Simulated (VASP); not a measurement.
# RbBa3 (Fm-3m) in VASP: single point with LDA

Aim: the single point of RbBa3 with LDA.

Everything below comes from runs of VASP 6.6.1. Logs are shortened: lines on timing, memory, paths and dates and some standing lists are left out, and cuts for length are marked.

## Step 1: The cell of the first run

The structure is cubic, space group Fm-3m (No. 225). The conventional cell has a = 10.362 Å, b = 10.362 Å, c = 10.362 Å, α = 90.00°, β = 90.00°, γ = 90.00°. Rb (site symmetry m-3m) has 14 Ba at 4.49 to 5.18 Å within 5.9 Å. Ba (site symmetry -43m) has 4 Rb at 4.49 Å and 10 Ba at 4.49 to 5.18 Å within 5.9 Å. Ba (site symmetry m-3m) has 8 Ba at 4.49 Å and 6 Rb at 5.18 Å within 5.9 Å.

## Step 2: Single point, LDA

File INCAR:

```
PREC = Accurate
ENCUT = 500
EDIFF = 1E-6
ISMEAR = 0
SIGMA = 0.1
LREAL = False
LASPH = True
NELM = 120
ALGO = Normal
ISIF = 2
LWAVE = False
LCHARG = True
LELF = True
LVHAR = True
NBANDS = 28
GGA_COMPAT = False
```

File KPOINTS:

```
Automatic mesh
0
Gamma
  5 5 5
```

File POSCAR:

```
RbBa3
1.0
    0.0000000000      5.1811550000      5.1811550000
    5.1811550000      0.0000000000      5.1811550000
    5.1811550000      5.1811550000      0.0000000000
Rb Ba
1 3
Direct
    0.0000000000      0.0000000000      0.0000000000
    0.2500000000      0.2500000000      0.2500000000
    0.7500000000      0.7500000000      0.7500000000
    0.5000000000      0.5000000000      0.5000000000
```

Potentials or basis: VASP PAW LDA potentials, release 64 (Rb_sv, Ba_sv).

Run with:

```
$ cat potpaw_LDA.64/Rb_sv/POTCAR potpaw_LDA.64/Ba_sv/POTCAR > POTCAR
$ mpirun -np 1 vasp_std > vasp.out
```

OUTCAR:

```text
PREC = Accurate
   ENCUT = 500
   EDIFF = 1E-6
   ISMEAR = 0
   LREAL = False
   LASPH = True
   NELM = 120
   ISIF = 2

 ion  position               nearest neighbor table
   1  0.000  0.000  0.000-   3 4.49   3 4.49   3 4.49   2 4.49   3 4.49   2 4.49   2 4.49   2 4.49
                             4 5.18   4 5.18   4 5.18   4 5.18   4 5.18   4 5.18
   2  0.250  0.250  0.250-   1 4.49   1 4.49   1 4.49   1 4.49   4 4.49   4 4.49   4 4.49   4 4.49

   3  0.750  0.750  0.750-   4 4.49   4 4.49   4 4.49   1 4.49   4 4.49   1 4.49   1 4.49   1 4.49

   4  0.500  0.500  0.500-   2 4.49   2 4.49   2 4.49   2 4.49   3 4.49   3 4.49   3 4.49   3 4.49
                             1 5.18   1 5.18   1 5.18   1 5.18   1 5.18   1 5.18

  LATTYP: Found a face centered cubic cell.
 ALAT       =    10.3623100000

  Lattice vectors:

 A1 = (   0.0000000000,   5.1811550000,   5.1811550000)
 A2 = (   5.1811550000,   0.0000000000,   5.1811550000)
 A3 = (   5.1811550000,   5.1811550000,   0.0000000000)

Analysis of symmetry for initial positions (statically):
=====================================================================
 Subroutine PRICEL returns:
 Original cell was already a primitive cell.

 Routine SETGRP: Setting up the symmetry group for a
 face centered cubic supercell.

 Subroutine GETGRP returns: Found 48 space group operations
 (whereof 48 operations were pure point group operations)
 out of a pool of 48 trial point group operations.

The static configuration has the point symmetry O_h .

Analysis of symmetry for dynamics (positions and initial velocities):
=====================================================================
 Subroutine PRICEL returns:
 Original cell was already a primitive cell.

 Routine SETGRP: Setting up the symmetry group for a
 face centered cubic supercell.

 Subroutine GETGRP returns: Found 48 space group operations
 (whereof 48 operations were pure point group operations)
 out of a pool of 48 trial point group operations.

The dynamic configuration has the point symmetry O_h .

 Subroutine INISYM returns: Found 48 space group operations
 (whereof 48 operations are pure point group operations),
 and found     1 'primitive' translations

----------------------------------------------------------------------------------------

                                     Primitive cell

  volume of cell :     278.1697

  direct lattice vectors                    reciprocal lattice vectors
     0.000000000  5.181155000  5.181155000    -0.096503579  0.096503579  0.096503579
     5.181155000  0.000000000  5.181155000     0.096503579 -0.096503579  0.096503579
     5.181155000  5.181155000  0.000000000     0.096503579  0.096503579 -0.096503579

  length of vectors
     7.327259670  7.327259670  7.327259670     0.167149102  0.167149102  0.167149102

  position of ions in fractional coordinates (direct lattice)
     0.000000000  0.000000000  0.000000000
     0.250000000  0.250000000  0.250000000
     0.750000000  0.750000000  0.750000000
     0.500000000  0.500000000  0.500000000

  ion indices of the primitive-cell ions
   primitive index   ion index
                 1           1
                 2           2
                 3           3
                 4           4

----------------------------------------------------------------------------------------

 KPOINTS: Automatic mesh

Automatic generation of k-mesh.
 Grid dimensions read from file:
 generate k-points for:    5    5    5

 Generating k-lattice:

  Cartesian coordinates                     Fractional coordinates (reciprocal lattice)
    -0.019300716  0.019300716  0.019300716     0.200000000  0.000000000  0.000000000
     0.019300716 -0.019300716  0.019300716     0.000000000  0.200000000  0.000000000
     0.019300716  0.019300716 -0.019300716     0.000000000  0.000000000  0.200000000

  Length of vectors
     0.033429820  0.033429820  0.033429820

  Shift w.r.t. Gamma in fractional coordinates (k-lattice)
     0.000000000  0.000000000  0.000000000

 Subroutine IBZKPT returns following result:
 ===========================================

 Found     10 irreducible k-points:

 Following reciprocal coordinates:
            Coordinates               Weight
  0.000000  0.000000  0.000000      1.000000
  0.200000  0.000000  0.000000      8.000000
  0.400000  0.000000  0.000000      8.000000
  0.200000  0.200000  0.000000      6.000000
  0.400000  0.200000  0.000000     24.000000
 -0.400000  0.200000  0.000000     24.000000
 -0.200000  0.200000  0.000000     12.000000
  0.400000  0.400000  0.000000      6.000000
 -0.400000  0.400000  0.000000     12.000000
 -0.400000  0.400000  0.200000     24.000000
   k-points           NKPTS =     10   k-points in BZ     NKDIM =     10   number of bands    NBANDS=     28
   number of dos      NEDOS =    301   number of ions     NIONS =      4
   total plane-waves  NPLWV = 157464
   dimension x,y,z NGX =    54 NGY =   54 NGZ =   54
   dimension x,y,z NGXF=   108 NGYF=  108 NGZF=  108
   ions per type =               1   3
   NGX,Y,Z   is equivalent  to a cutoff of  12.25, 12.25, 12.25 a.u.
   NGXF,Y,Z  is equivalent  to a cutoff of  24.50, 24.50, 24.50 a.u.
 SYSTEM =  unknown system
   PREC   = accura    normal or accurate (medium, high low for compatibility)
   ISTART =      0    job   : 0-new  1-cont  2-samecut
   ICHARG =      2    charge: 1-file 2-atom 10-const
   ISPIN  =      1    spin polarized calculation?
   LNONCOLLINEAR =      F non collinear calculations
   LSORBIT =      F    spin-orbit coupling
   LASPH  =      T    aspherical Exc in radial PAW
   ENCUT  =  500.0 eV  36.75 Ry    6.06 a.u.  13.36 13.36 13.36*2*pi/ulx,y,z
   NELM   =    120;   NELMIN=  2; NELMDL= -5     # of ELM steps
   EDIFF  = 0.1E-05   stopping-criterion for ELM
   LREAL  =      F    real-space projection
   EDIFFG = 0.1E-04   stopping-criterion for IOM
   NSW    =      0    number of steps for IOM
   IBRION =     -1    ionic relax: 0-MD 1-quasi-New 2-CG
   NFREE  =      0    steps in history (QN), initial steepest desc. (CG)
   ISIF   =      2    stress and relaxation
   ISYM   =      2    0-nonsym 1-usesym 2-fastsym
   POTIM  = 0.5000    time-step for ionic-motion
   TEBEG  =    0.0;   TEEND  =   0.0 temperature during run
   PSTRESS=    0.0 pullay stress
   NELECT =      39.0000    total number of electrons
   NUPDOWN=      -1.0000    fix difference up-down
   EMIN   =  10.00;   EMAX   =-10.00  energy-range for DOS
   EFERMI =   0.00;   METHOD = LEGACY
   ISMEAR =     0;   SIGMA  =   0.10  broadening in eV -4-tet -1-fermi 0-gaus
   EFERMI_NEDOS =   21; number of points for ismear=-14 and -15
   IALGO  =     38    algorithm
   IMIX   =      4    mixing-type and parameters
     AMIX     =   0.40;   BMIX     =  1.00
     AMIX_MAG =   1.60;   BMIX_MAG =  1.00
  volume/ion in A,a.u.               =      69.54       469.30
  Fermi-wavevector in a.u.,A,eV,Ry     =   0.850472  1.607158  9.841119  0.723302
  Thomas-Fermi vector in A             =   1.966454
   LORBIT       =      0    0 simple, 1 ext, 2 COOP (PROOUT), +10 PAW based schemes
   GGA     = CA    functional components
   LHFCALC =     F    Hartree Fock is set to
   AEXX    =    0.0000 exact exchange contribution
   IVDW    =     0    specifies the selected vdW correction
   LEPSILON=     F    determine dielectric tensor
   LRPA    =     F    only Hartree local field effects (RPA)
 non-spin polarized calculation
 Gauss-broadening in eV      SIGMA  =   0.10
  energy-cutoff  :      500.00
  volume of cell :      278.17
 maximum number of plane-waves:      7119
 NGX is ok and might be reduce to    54
   NGX = 27   NGY = 27   NGZ = 27

 number of electron      38.9999999 magnetization

 Free energy of the ion-electron system (eV)
  ---------------------------------------------------
  ext. energy  EPLUGINS =         0.00000000
  ---------------------------------------------------
  free energy    TOTEN  =        -7.08615518 eV

  energy without entropy =       -7.04631343  energy(sigma->0) =       -7.06623430

 E-fermi :   0.8792     XC(G=0):  -7.0946

 val. band max:        0.8713393334   @ k =   0.4000   0.2000   0.0000
 cond. band min:       0.8936475233   @ k =   0.2000   0.2000   0.0000
 fundamental gap:      0.0223081899
 Fermi energy:         0.8792107992

 k-point     1 :       0.0000    0.0000    0.0000
  band No.  band energies     occupation
      1     -28.3045      2.00000
      2     -28.2971      2.00000
      3     -28.1626      2.00000
      4     -26.9787      2.00000
      5     -13.4959      2.00000
      6     -13.4959      2.00000
[... 20 lines left out ...]
     27       3.0513      0.00000
     28       3.0513      0.00000

 k-point     2 :       0.2000    0.0000    0.0000
  band No.  band energies     occupation
      1     -28.3035      2.00000
      2     -28.2976      2.00000
      3     -28.1631      2.00000
      4     -26.9787      2.00000
      5     -13.5195      2.00000
      6     -13.5127      2.00000
[... 20 lines left out ...]
     27       2.8175      0.00000
     28       2.9788      0.00000

 k-point     3 :       0.4000    0.0000    0.0000
  band No.  band energies     occupation
      1     -28.3012      2.00000
      2     -28.2990      2.00000
      3     -28.1641      2.00000
      4     -26.9788      2.00000
      5     -13.5254      2.00000
      6     -13.5254      2.00000
[... 20 lines left out ...]
     27       2.3279      0.00000
     28       2.3279      0.00000

 k-point     4 :       0.2000    0.2000    0.0000
  band No.  band energies     occupation
      1     -28.3032      2.00000
      2     -28.2977      2.00000
      3     -28.1633      2.00000
      4     -26.9787      2.00000
      5     -13.5319      2.00000
      6     -13.5319      2.00000
[... 144 lines left out ...]
     27       2.5765      0.00000
     28       2.5765      0.00000

 k-point     9 :      -0.4000    0.4000    0.0000
  band No.  band energies     occupation
      1     -28.3002      2.00000
      2     -28.2992      2.00000
      3     -28.1648      2.00000
      4     -26.9788      2.00000
      5     -13.5588      2.00000
      6     -13.5553      2.00000
[... 20 lines left out ...]
     27       2.3927      0.00000
     28       2.8112      0.00000

 k-point    10 :      -0.4000    0.4000    0.2000
  band No.  band energies     occupation
      1     -28.3003      2.00000
      2     -28.2993      2.00000
      3     -28.1647      2.00000
      4     -26.9788      2.00000
      5     -13.5596      2.00000
      6     -13.5297      2.00000
[... 20 lines left out ...]
     27       2.2821      0.00000
     28       2.7047      0.00000

------------------------ aborting loop because EDIFF is reached ----------------------------------------

  FORCE on cell =-STRESS in cart. coord.  units (eV):
  Direction    XX          YY          ZZ          XY          YZ          ZX
  --------------------------------------------------------------------------------------
  -------------------------------------------------------------------------------------
  Total       -1.7605647     -1.7605647     -1.7605647     -0.0000000     -0.0000000      0.0000000
  in kB      -10.1403473    -10.1403473    -10.1403473     -0.0000000     -0.0000000      0.0000000
  external PRESSURE =     -10.1403473 kB  Pullay stress =       0.0000000 kB

 VOLUME and BASIS-vectors are now :
 -----------------------------------------------------------------------------
  energy-cutoff  :      500.00
  volume of cell :      278.17
      direct lattice vectors                 reciprocal lattice vectors
     0.000000000  5.181155000  5.181155000    -0.096503579  0.096503579  0.096503579
     5.181155000  0.000000000  5.181155000     0.096503579 -0.096503579  0.096503579
     5.181155000  5.181155000  0.000000000     0.096503579  0.096503579 -0.096503579

 POSITION                                       TOTAL-FORCE (eV/Angst)
 -----------------------------------------------------------------------------------
      0.00000      0.00000      0.00000         0.000000      0.000000      0.000000
      2.59058      2.59058      2.59058        -0.000000      0.000000      0.000000
      7.77173      7.77173      7.77173        -0.000000     -0.000000     -0.000000
      5.18116      5.18116      5.18116         0.000000      0.000000      0.000000
 -----------------------------------------------------------------------------------
    total drift:                                0.000000      0.000000     -0.000000

  FREE ENERGIE OF THE ION-ELECTRON SYSTEM (eV)
  ---------------------------------------------------
  free  energy   TOTEN  =        -7.0861551761 eV

  energy  without entropy=       -7.0463134298  energy(sigma->0) =       -7.06623430
```

Run time: 66 s. Hardware: 1 thread of AMD EPYC 7R13 (Zen 3), shared host; peak memory 0.29 GiB.

Results:

| Quantity | Value |
| --- | --- |
| Free energy | -7.0862 eV |
| Pressure | -1.0 GPa |
| Band gap on the k mesh | zero (an odd number of electrons rules out a gap without spin polarisation) |

Levels at points of the mesh, in eV from the Fermi level:
| k point | band 15 | band 16 | band 17 | band 18 | band 19 | band 20 | band 21 | band 22 | band 23 | band 24 |
| --- | --- | --- | --- | --- | --- | --- | --- | --- | --- | --- |
| (0.00, 0.00, 0.00) | -12.04 | -12.04 | -2.57 | -0.17 | -0.17 | 0.45 | 0.45 | 0.45 | 0.71 | 0.71 |

Caveat: spin-orbit coupling is left out, which moves the levels of the heavy elements.

The gap in the log of VASP goes by the Fermi energy; the results here count the filled bands.